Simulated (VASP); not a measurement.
# Cu (Fm-3m) in VASP: further runs

Cu is run at these levels: PBEsol+D3(BJ), RPBE+D3(BJ); tasks: single point.

All numbers are computed with VASP 6.6.1; they aren't measurements. Logs are shortened: lines on timing, memory, paths and dates and some standing lists are left out, and cuts for length are marked.

### Step 1. The cell of the first run

The structure is cubic, space group Fm-3m (No. 225). The conventional cell has a = 3.591 Å, b = 3.591 Å, c = 3.591 Å, α = 90.00°, β = 90.00°, γ = 90.00°. Within 3.4 Å of Cu (site symmetry m-3m) lie 12 Cu at 2.54 Å.

### Step 2. Single point, PBEsol+D3(BJ)

Input file INCAR:

```
SYSTEM = Cu
  ALGO = Normal
  EDIFF = 1E-6
  ENCUT = 600
  GGA = PS
  GGA_COMPAT = .FALSE.
  ISIF = 2
  ISMEAR = -1
  IVDW = 12
  LASPH = .TRUE.
  LCHARG = .FALSE.
  LREAL = .FALSE.
  LWAVE = .FALSE.
  NBANDS = 12
  NELM = 120
  PREC = Accurate
  SIGMA = 0.05
```

Input file KPOINTS:

```
k-points
0
G
  13 13 13
  0 0 0
```

Input file POSCAR:

```
Cu
1.0
    0.0000000000      1.7953687620      1.7953687620
    1.7953687620      0.0000000000      1.7953687620
    1.7953687620      1.7953687620      0.0000000000
Cu
1
Direct
    0.0000000000      0.0000000000      0.0000000000
```

Potentials or basis: VASP PAW PBE potentials, release 64 (Cu).

Run with:

```sh
$ cat potpaw_PBE.64/Cu/POTCAR > POTCAR
$ mpirun -np 1 vasp_std > vasp.out
```

OUTCAR:

```text
SYSTEM = Cu
   EDIFF = 1E-6
   ENCUT = 600
   GGA = PS
   ISIF = 2
   ISMEAR = -1
   IVDW = 12
   LASPH = .TRUE.
   LREAL = .FALSE.
   NELM = 120
   PREC = Accurate
 IVDW          = 12

 ion  position               nearest neighbor table
   1  0.000  0.000  0.000-

  LATTYP: Found a face centered cubic cell.
 ALAT       =     3.5907375240

  Lattice vectors:

 A1 = (   0.0000000000,   1.7953687620,   1.7953687620)
 A2 = (   1.7953687620,   0.0000000000,   1.7953687620)
 A3 = (   1.7953687620,   1.7953687620,   0.0000000000)

Analysis of symmetry for initial positions (statically):
=====================================================================
 Subroutine PRICEL returns:
 Original cell was already a primitive cell.

 Routine SETGRP: Setting up the symmetry group for a
 face centered cubic supercell.

 Subroutine GETGRP returns: Found 48 space group operations
 (whereof 48 operations were pure point group operations)
 out of a pool of 48 trial point group operations.

The static configuration has the point symmetry O_h .

Analysis of symmetry for dynamics (positions and initial velocities):
=====================================================================
 Subroutine PRICEL returns:
 Original cell was already a primitive cell.

 Routine SETGRP: Setting up the symmetry group for a
 face centered cubic supercell.

 Subroutine GETGRP returns: Found 48 space group operations
 (whereof 48 operations were pure point group operations)
 out of a pool of 48 trial point group operations.

The dynamic configuration has the point symmetry O_h .

 Subroutine INISYM returns: Found 48 space group operations
 (whereof 48 operations are pure point group operations),
 and found     1 'primitive' translations

----------------------------------------------------------------------------------------

                                     Primitive cell

  volume of cell :      11.5742

  direct lattice vectors                    reciprocal lattice vectors
     0.000000000  1.795368762  1.795368762    -0.278494319  0.278494319  0.278494319
     1.795368762  0.000000000  1.795368762     0.278494319 -0.278494319  0.278494319
     1.795368762  1.795368762  0.000000000     0.278494319  0.278494319 -0.278494319

  length of vectors
     2.539034853  2.539034853  2.539034853     0.482366309  0.482366309  0.482366309

  position of ions in fractional coordinates (direct lattice)
     0.000000000  0.000000000  0.000000000

[... 81 lines left out ...]
   ISIF   =      2    stress and relaxation
   ISYM   =      2    0-nonsym 1-usesym 2-fastsym
   POTIM  = 0.5000    time-step for ionic-motion
   TEBEG  =    0.0;   TEEND  =   0.0 temperature during run
   PSTRESS=    0.0 pullay stress
   NELECT =      11.0000    total number of electrons
   NUPDOWN=      -1.0000    fix difference up-down
   EMIN   =  10.00;   EMAX   =-10.00  energy-range for DOS
   EFERMI =   0.00;   METHOD = LEGACY
   ISMEAR =    -1;   SIGMA  =   0.05  broadening in eV -4-tet -1-fermi 0-gaus
   EFERMI_NEDOS =   21; number of points for ismear=-14 and -15
   IALGO  =     38    algorithm
   IMIX   =      4    mixing-type and parameters
     AMIX     =   0.40;   BMIX     =  1.00
     AMIX_MAG =   1.60;   BMIX_MAG =  1.00
  volume/ion in A,a.u.               =      11.57        78.11
  Fermi-wavevector in a.u.,A,eV,Ry     =   1.609566  3.041638 35.248641  2.590702
  Thomas-Fermi vector in A             =   2.705255
   LORBIT       =      0    0 simple, 1 ext, 2 COOP (PROOUT), +10 PAW based schemes
   GGA     = PS    functional components
   LHFCALC =     F    Hartree Fock is set to
   AEXX    =    0.0000 exact exchange contribution
   IVDW    =    12    specifies the selected vdW correction
   LEPSILON=     F    determine dielectric tensor
   LRPA    =     F    only Hartree local field effects (RPA)
 non-spin polarized calculation
  energy-cutoff  :      600.00
  volume of cell :       11.57
 maximum number of plane-waves:       393
   NGX = 11   NGY = 11   NGZ = 11

 number of electron      11.0000008 magnetization

 Free energy of the ion-electron system (eV)
  ---------------------------------------------------
  ext. energy  EPLUGINS =         0.00000000
  ---------------------------------------------------
  free energy    TOTEN  =        -4.30911054 eV

  energy without entropy =       -4.30639812  energy(sigma->0) =       -4.30775433

 E-fermi :   7.8205     XC(G=0): -13.0266

 val. band max:        7.6340782929   @ k =   0.4615   0.2308   0.0000
 cond. band min:       7.8344490272   @ k =   0.4615   0.3077   0.0000
 fundamental gap:      0.2003707343
 Fermi energy:         7.8204958079

 k-point     1 :       0.0000    0.0000    0.0000
  band No.  band energies     occupation
      1      -1.8919      2.00000
      2       4.5584      2.00000
      3       4.5584      2.00000
      4       4.5584      2.00000
      5       5.4164      2.00000
      6       5.4164      2.00000
      7      30.3971      0.00000
      8      33.1676      0.00000
      9      33.1676      0.00000
     10      33.1676      0.00000
     11      35.6613      0.00000
     12      35.6613      0.00000
[... 331 lines left out ...]
 k-point    24 :       0.4615    0.1538    0.0000
  band No.  band energies     occupation
      1       2.7028      2.00000
      2       4.1856      2.00000
      3       4.5615      2.00000
      4       4.8459      2.00000
      5       6.0187      2.00000
      6       7.3045      1.99993
      7      13.8081      0.00000
      8      24.6849      0.00000
      9      26.0421      0.00000
     10      28.2801      0.00000
     11      38.1038      0.00000
     12      38.1950      0.00000

 [... further k-points ...]

------------------------ aborting loop because EDIFF is reached ----------------------------------------

 Edisp (eV)   -0.53494

 E8    (eV) :    -0.3491

  FORCE on cell =-STRESS in cart. coord.  units (eV):
  Direction    XX          YY          ZZ          XY          YZ          ZX
  --------------------------------------------------------------------------------------
  -------------------------------------------------------------------------------------
  Total      -0.75236    -0.75236    -0.75236    -0.00000     0.00000     0.00000
  in kB    -104.14722  -104.14722  -104.14722    -0.00000     0.00000     0.00000
  external pressure =     -104.15 kB  Pullay stress =        0.00 kB

 VOLUME and BASIS-vectors are now :
 -----------------------------------------------------------------------------
  energy-cutoff  :      600.00
  volume of cell :       11.57
      direct lattice vectors                 reciprocal lattice vectors
     0.000000000  1.795368762  1.795368762    -0.278494319  0.278494319  0.278494319
     1.795368762  0.000000000  1.795368762     0.278494319 -0.278494319  0.278494319
     1.795368762  1.795368762  0.000000000     0.278494319  0.278494319 -0.278494319

 POSITION                                       TOTAL-FORCE (eV/Angst)
 -----------------------------------------------------------------------------------
      0.00000      0.00000      0.00000        -0.000000      0.000000     -0.000000
 -----------------------------------------------------------------------------------
    total drift:                                0.000000      0.000000      0.000000

  FREE ENERGIE OF THE ION-ELECTRON SYSTEM (eV)
  ---------------------------------------------------
  free  energy   TOTEN  =        -4.8440457507 eV

  energy  without entropy=       -4.8413333251  energy(sigma->0) =       -4.84268954
```

OSZICAR:

```text
N       E                     dE             d eps       ncg     rms          rms(c)
DAV:   1     0.452011972088E+02    0.45201E+02   -0.59301E+03  2228   0.173E+03
DAV:   2    -0.394454073322E+01   -0.49146E+02   -0.45411E+02  2040   0.217E+02
DAV:   3    -0.539465993520E+01   -0.14501E+01   -0.14420E+01  2400   0.430E+01
DAV:   4    -0.540316922474E+01   -0.85093E-02   -0.85083E-02  2256   0.289E+00
DAV:   5    -0.540324512552E+01   -0.75901E-04   -0.75900E-04  2464   0.278E-01    0.842E+00
DAV:   6    -0.475771754276E+01    0.64553E+00   -0.17431E+01  2380   0.804E+01    0.426E+00
DAV:   7    -0.432317031215E+01    0.43455E+00   -0.26622E+00  2400   0.314E+01    0.560E-01
DAV:   8    -0.431113861581E+01    0.12032E-01   -0.59349E-03  2428   0.138E+00    0.336E-01
DAV:   9    -0.430910299024E+01    0.20356E-02   -0.11379E-02  2472   0.185E+00    0.225E-02
DAV:  10    -0.430910946848E+01   -0.64782E-05   -0.32780E-05  2908   0.954E-02    0.564E-03
DAV:  11    -0.430911055540E+01   -0.10869E-05   -0.39351E-07  1724   0.103E-02    0.385E-04
DAV:  12    -0.430911054327E+01    0.12137E-07   -0.49612E-08  1252   0.255E-03
   1 F= -.48440458E+01 E0= -.48426895E+01  d E =-.271243E-02
```

stdout:

```text
POSCAR found type information on POSCAR Cu
 POSCAR found :  1 types and       1 ions
 scaLAPACK will be used
 -----------------------------------------------------------------------------
|                                                                             |
|                                                                             |
|     You enforced a specific xc type in the INCAR file but a different       |
|     I HOPE YOU KNOW WHAT YOU ARE DOING!                                     |
|                                                                             |
 -----------------------------------------------------------------------------

 LDA part: xc-table for (Slater+PW92), standard interpolation
 POSCAR, INCAR and KPOINTS ok, starting setup
 FFT: planning ... GRIDC
 FFT: planning ... GRID_SOFT
 FFT: planning ... GRID
 WAVECAR not read
 entering main loop
```

Wall time 23 s (1 thread of Intel Xeon 8259CL, shared host); peak memory 0.14 GiB.

What came out:

```
Free energy                : -4.8440 eV
Pressure                   : -10.4 GPa
Dispersion energy per atom : -0.535 eV
```

Caveat: the PAW data sets were made with another functional, which shifts forces and pressure a little; pairwise dispersion overbinds metals, which lowers pressure and volume.

### Step 3. Single point, PBEsol+D3(BJ)

This run uses another cell than the first one, of 11.81 Å³/atom, 1.020 times its volume.

Input file INCAR:

```
PREC     = Accurate       # precision mode
ENCUT    = 600            # plane-wave cutoff, eV
EDIFF    = 1E-6           # SCF threshold, eV
ISMEAR   = -1             # smearing method
SIGMA    = 0.05           # smearing width, eV
LREAL    = False          # projectors in reciprocal space
LASPH    = True           # aspherical terms in the spheres
NELM     = 120            # most SCF steps
ALGO     = Normal         # electronic algorithm
ISIF     = 2              # what is computed and relaxed
LWAVE    = False          # write WAVECAR
LCHARG   = False          # write CHGCAR
GGA      = PS             # functional
IVDW     = 12             # dispersion correction
NBANDS   = 12             # bands
GGA_COMPAT= False
```

Input file KPOINTS:

```
Automatic mesh
0
Gamma
  13 13 13
```

Input file POSCAR:

```
Cu
1.0
    0.0000000000      1.8075000000      1.8075000000
    1.8075000000      0.0000000000      1.8075000000
    1.8075000000      1.8075000000      0.0000000000
Cu
1
Direct
    0.0000000000      0.0000000000      0.0000000000
```

Potentials or basis: VASP PAW PBE potentials, release 64 (Cu).

Run with:

```sh
$ cat potpaw_PBE.64/Cu/POTCAR > POTCAR
$ mpirun -np 1 vasp_std > vasp.out
```

Wall time 23 s (1 thread of Intel Xeon 8259CL, shared host); peak memory 0.14 GiB.

Results (log left out):

| Quantity | Value |
| --- | --- |
| Free energy | -4.8268 eV |
| Pressure | -13.0 GPa |
| Dispersion energy per atom | -0.524 eV |

Levels at points of the mesh, in eV from the Fermi level:
```tsv
k point	band 4	band 5	band 6	band 7	band 8	band 9
(0.00, 0.00, 0.00)	-3.19	-2.36	-2.36	22.42	25.03	25.03
```

Caveat: the PAW data sets were made with another functional, which shifts forces and pressure a little; pairwise dispersion overbinds metals, which lowers pressure and volume.

### Step 4. Single point, PBEsol+D3(BJ)

This run uses another cell than the first one, of 12.05 Å³/atom, 1.041 times its volume.

INCAR is that of step 3.

Input file KPOINTS:

```
regular mesh
0
Gamma
  13 13 13
```

Input file POSCAR:

```
Cu
1.0
    0.0000000000      1.8194705475      1.8194705475
    1.8194705475      0.0000000000      1.8194705475
    1.8194705475      1.8194705475      0.0000000000
Cu
1
Direct
    0.0000000000      0.0000000000      0.0000000000
```

Run with:

```sh
$ cat potpaw_PBE.64/Cu/POTCAR > POTCAR
$ mpirun -np 1 vasp_std > vasp.out
```

Run time: 22 s. Hardware: 1 thread of Intel Xeon 8259CL, shared host; peak memory 0.15 GiB.

It converged, with:

```
Free energy                : -4.8059 eV
Pressure                   : -15.3 GPa
Dispersion energy per atom : -0.514 eV
```

Levels at points of the mesh, in eV from the Fermi level:
| k point | band 2 | band 3 | band 4 | band 5 | band 6 | band 7 | band 8 | band 9 | band 10 | band 11 |
| --- | --- | --- | --- | --- | --- | --- | --- | --- | --- | --- |
| (0.00, 0.00, 0.00) | -3.13 | -3.13 | -3.13 | -2.32 | -2.32 | 22.27 | 24.73 | 24.73 | 24.73 | 27.19 |

Caveat: the PAW data sets were made with another functional, which shifts forces and pressure a little; pairwise dispersion overbinds metals, which lowers pressure and volume.

[end of part 1 of 2]
